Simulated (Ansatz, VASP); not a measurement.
## AlAs: VASP beside Ansatz

Contents of INCAR:

```
SYSTEM = AlAs
ALGO = Normal ; EDIFF = 1E-6
ENCUT = 500 ; GGA = PE
GGA_COMPAT = .False. ; ISIF = 2
ISMEAR = 0 ; LASPH = .True.
LCHARG = .True. ; LELF = .True.
LREAL = .False. ; LVHAR = .True.
LWAVE = .False. ; NBANDS = 11
NELM = 120 ; PREC = Accurate
SIGMA = 0.01
```

The input KPOINTS:

```
k-points
0
Gamma
  6 6 6
  0 0 0
```

File POSCAR:

```
AlAs
1.0
    0.0000000000      2.8638065821      2.8638065821
    2.8638065821      0.0000000000      2.8638065821
    2.8638065821      2.8638065821      0.0000000000
Al As
1 1
Direct
    0.0000000000      0.0000000000      0.0000000000
    0.2500000000      0.2500000000      0.2500000000
```

Input for Ansatz:

```yaml
crystal:
  lattice:
    - [0.0, 2.8638065821, 2.8638065821]
    - [2.8638065821, 0.0, 2.8638065821]
    - [2.8638065821, 2.8638065821, 0.0]
  atoms:
    - { symbol: Al, position: [0.0, 0.0, 0.0] }
    - { symbol: As, position: [0.25, 0.25, 0.25] }
kpoints:
  mp_grid: { grid: [6, 6, 6] }
hamiltonian:
  xc: pbe
scf:
  occupations: { method: fixed }
  n_extra_bands: 4
output:
  forces: true
  stress: true
  eigenvalues: true
```

Alike in both runs: task single point; functional PBE; k mesh 6 × 6 × 6; no spin polarisation.

|  | VASP | Ansatz |
| --- | --- | --- |
| version | VASP 6.6.1 | Ansatz 0.2.0 |
| potentials or method | VASP PAW PBE potentials, release 64 (Al, As) | plane waves, PAW |
| plane-wave cutoff (eV) | 500 | 420 |
| occupations | gaussian, width 0.01 eV | fixed |
| valence electrons in the cell | 8 | 18 |

```csv
,VASP,Ansatz,Ansatz less VASP
gap on the k mesh at the Fermi level (eV),1.49,1.50,+0.009
pressure (GPa),0.2,0.0,-0.16
```

VASP's potentials hold 8 valence electrons a cell and Ansatz's 18, so a difference there can come from the potentials and not from the codes.
